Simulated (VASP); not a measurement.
Wanted: the native input for a VASP 6.6.1 run.

```yaml
Task: single point
Functional: LDA
Potentials_or_basis: VASP PAW LDA potentials, release 64 (Zn)
Cutoff: 520 eV
k_mesh: 20 × 20 × 20
Occupations: gaussian, width 0.15 eV
Spin: no spin polarisation
Dipole_correction: no
Further_INCAR_settings: ALGO = Fast; EDIFF = 1e-06; NBANDS = 12
```

The structure of Zn lies in POSCAR:

```
Zn
1.0
   -1.5256636816      1.5056386871      1.5458392400
    1.5256636816     -1.5056386871      1.5458392400
    1.5256636816      1.5056386871     -1.5458392400
Zn
1
Direct
    0.0000000000      0.0000000000      0.0000000000
```

This cell differs from its parent crystal: normal strain along x +0.0133, normal strain along z +0.0267.

The input as run:

INCAR

```
SYSTEM = Zn
PREC     = Accurate       ! precision mode
ENCUT    = 520            ! plane-wave cutoff, eV
EDIFF    = 1E-6           ! SCF threshold, eV
ISMEAR   = 0              ! smearing method
SIGMA    = 0.15           ! smearing width, eV
LREAL    = .FALSE.        ! projectors in reciprocal space
LASPH    = .TRUE.         ! aspherical terms in the spheres
NELM     = 80             ! most SCF steps
ALGO     = Fast           ! electronic algorithm
ISIF     = 2              ! what is computed and relaxed
LWAVE    = .FALSE.        ! write WAVECAR
LCHARG   = .TRUE.         ! write CHGCAR
LELF     = .TRUE.         ! ELF
LVHAR    = .TRUE.       
NBANDS   = 12             ! bands
```

KPOINTS

```
regular mesh
0
G
  20 20 20
  0 0 0
```

Potentials or basis: VASP PAW LDA potentials, release 64 (Zn).

Command:

```sh
$ cat potpaw_LDA.64/Zn/POTCAR > POTCAR
$ mpirun -np 1 vasp_std > vasp.out
```

It gave:

```json
{
  "Pressure": "-2.8 GPa",
  "Band gap on the k mesh": "zero (band 6 reaches 7.35 eV, above the bottom of band 7 at 2.46 eV)"
}
```

Caveat: the cell differs from its parent crystal (normal strain along x +0.0133, normal strain along z +0.0267).

Wall time 120 s on 1 thread of Intel(R) Xeon(R) 6975P-C (Granite Rapids), with other jobs on the host, peak memory 0.28 GiB.
